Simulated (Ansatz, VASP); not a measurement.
# One calculation of NbSbO, two programs

```
CELL_PARAMETERS angstrom
4.12154 0.00000 0.00000
0.00000 4.12154 0.00000
0.00000 0.00000 6.59944
ATOMIC_POSITIONS crystal
Nb 0.00000 0.00000 0.00000
Nb 0.50000 0.50000 0.00000
Sb 0.00000 0.50000 0.64314
Sb 0.50000 0.00000 0.35686
O 0.00000 0.50000 0.07605
O 0.50000 0.00000 0.92395
```

Change from the starting cell: species swapped into the HfSiSe type (P4/nmm, No. 129).

Alike in both runs: task relaxation of cell and atoms; functional PBE; k mesh 4 × 4 × 4; occupations gaussian, width 0.1 eV; no spin polarisation.

|  | VASP | Ansatz |
| --- | --- | --- |
| version | VASP 6.6.1 | Ansatz 0.2.0 |
| potentials or method | VASP PAW PBE potentials, release 64 (Nb_sv, Sb, O), cutoff 600 eV | scalar-relativistic, plane waves, PAW |
| valence electrons in the cell | 48 | 68 |

|  | VASP | Ansatz | Ansatz less VASP |
| --- | --- | --- | --- |
| gap on the k mesh at the Fermi level, each at its own relaxed structure (eV) | none | none | - |
| relaxed volume (Å³/atom) | 18.65 | 18.86 | +0.218 |
| relaxed cell length with the largest relative difference (Å) | 6.527 | 6.599 | +0.0718 |

A gap of «none» marks a metal or a gap that the smearing closes. VASP's potentials hold 48 valence electrons a cell and Ansatz's 68, so a difference there can come from the potentials and not from the codes.

The k mesh is coarse, so the values compare programs but aren't converged. Neither program's run includes spin-orbit coupling.
